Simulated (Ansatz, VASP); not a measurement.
One calculation of As2Pt, two programs

```
As Pt
1.0
     6.05921    0.00000    0.00000
     0.00000    6.05921    0.00000
     0.00000    0.00000    6.05921
As Pt
8 4
Direct
  0.38353 0.38353 0.38353
  0.11647 0.61647 0.88353
  0.88353 0.11647 0.61647
  0.61647 0.88353 0.11647
  0.61647 0.61647 0.61647
  0.88353 0.38353 0.11647
  0.11647 0.88353 0.38353
  0.38353 0.11647 0.88353
  0.00000 0.00000 0.00000
  0.50000 0.00000 0.50000
  0.50000 0.50000 0.00000
  0.00000 0.50000 0.50000
```

Alike in both runs: functional PBE; k mesh 4 × 4 × 4; occupations gaussian, width 0.1 eV; no spin polarisation.

Ansatz relaxed the structure, and its values are those at the end. VASP's run is a single point on that final structure, the one shown.

|  | VASP | Ansatz |
| --- | --- | --- |
| version | VASP 6.6.1 | Ansatz 0.2.0 |
| potentials or method | VASP PAW PBE potentials, release 64 (As, Pt), cutoff 500 eV | scalar-relativistic, plane waves, PAW |
| valence electrons in the cell | 80 | 192 |

Ansatz gave:

* gap on the k mesh at the Fermi level (eV): 0.33
* least direct gap on the mesh (eV): 0.79
* pressure (GPa): -0.1
* rms of the force components (eV/Å): 0.001

**Question.** What did VASP give for the same quantities?

**Answer.** gap on the k mesh at the Fermi level (eV): 0.32; least direct gap on the mesh (eV): 0.78; pressure (GPa): -0.1; rms of the force components (eV/Å): 0.017.

VASP's potentials hold 80 valence electrons a cell and Ansatz's 192, so a difference there can come from the potentials and not from the codes.

Spin-orbit coupling is off throughout.
